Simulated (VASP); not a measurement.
Wanted: the native input for a VASP 6.6.1 run.

* Task: single point
* Functional: PBEsol
* Potentials or basis: VASP PAW PBE potentials, release 64 (Pt, Mn_pv)
* Cutoff: 520 eV
* k mesh: 11 × 11 × 4
* Occupations: fermi-dirac, width 0.05 eV
* Spin: collinear spin, ferromagnetic start
* Starting moments: [0.0, 0.0, 4.0] μB
* Dipole correction: no
* Further INCAR settings: ALGO = Normal; EDIFF = 1e-06; NBANDS = 28

The structure of MnPt2 lies in POSCAR:

```
MnPt2
1.0
    2.8584044518      0.0000000000      0.0000000000
   -1.4292022259      2.4754508696      0.0000000000
    0.0000000000      0.0000000000      6.5325040000
Pt Mn
2 1
Direct
    0.6666666667      0.3333333333      0.3162060000
    0.3333333333      0.6666666667      0.6837940000
    0.0000000000      0.0000000000      0.0000000000
```

The input as run:

INCAR

```
SYSTEM = MnPt2
  ALGO = Normal
  EDIFF = 1E-6
  ENCUT = 520
  GGA = PS
  ISIF = 2
  ISMEAR = -1
  ISPIN = 2
  LASPH = .True.
  LCHARG = .True.
  LELF = .True.
  LMAXMIX = 4
  LORBIT = 11
  LREAL = .False.
  LVHAR = .True.
  LWAVE = .False.
  MAGMOM = 0 0 4
  NBANDS = 28
  NELM = 150
  PREC = Accurate
  SIGMA = 0.05
```

KPOINTS

```
k-points
0
Gamma
  11 11 4
  0 0 0
```

Potentials or basis: VASP PAW PBE potentials, release 64 (Pt, Mn_pv).

Command:

```bash
$ cat potpaw_PBE.64/Pt/POTCAR potpaw_PBE.64/Mn_pv/POTCAR > POTCAR
$ mpirun -np 1 vasp_std > vasp.out
```

Results of the run:

```json
{"Pressure": "-9.3 GPa", "Largest force": "0.038 eV/Å", "Net moment": "4.52 μB per cell", "Site moments": "Pt +0.30; Mn +3.74 μB", "Valence electrons inside the program's atomic spheres": "Pt 9.21; Mn 11.55"}
```

Caveat: the cell stands under tension; the PAW data sets were made with another functional, which shifts forces and pressure a little.

Wall time 4.2 min on 1 thread of Intel Xeon 8259CL, with other jobs on the host, peak memory 0.27 GiB.
